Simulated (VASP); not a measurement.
ZnO, 4 atoms in the cell. Symmetry: P6_3mc, No. 186, hexagonal system. The conventional cell has a = 3.301 Å, b = 3.301 Å, c = 5.329 Å, α = 90.00°, β = 90.00°, γ = 120.00°. Within 2.7 Å of Zn (site symmetry 3m) lie 4 O at 2.01 to 2.02 Å. Within 2.7 Å of O (site symmetry 3m) lie 4 Zn at 2.01 to 2.02 Å.  This cell differs from its parent crystal: volume scaled by 1.020.

| Quantity | Value |
| --- | --- |
| Program | VASP 6.6.1 |
| Task | relaxation of shape and atoms at fixed volume |
| Functional | PBE |
| Potentials or basis | VASP PAW PBE potentials, release 64 (Zn, O) |
| Cutoff | 600 eV |
| k mesh | 12 × 12 × 8 |
| Occupations | gaussian, width 0.05 eV |
| Spin | no spin polarisation |
| Dipole correction | no |
| Further INCAR settings | ALGO = Normal; EDIFF = 1e-06; IBRION = 2; EDIFFG = -0.01; NSW = 60; ISIF = 4 |

Potentials or basis: VASP PAW PBE potentials, release 64 (Zn, O).

Command:

```sh
$ cat potpaw_PBE.64/Zn/POTCAR potpaw_PBE.64/O/POTCAR > POTCAR
$ mpirun -np 1 vasp_std > vasp.out
```

Hardware: 1 thread of AMD EPYC 9R45 96-Core Processor (Zen 5) (shared host).

Task: How long does it take, and how much memory?

Result: Wall time 84 s on 1 thread of AMD EPYC 9R45 96-Core Processor (Zen 5), with other jobs on the host, peak memory 0.23 GiB. Counts: scf iterations 15, k points 95, ion steps 1.
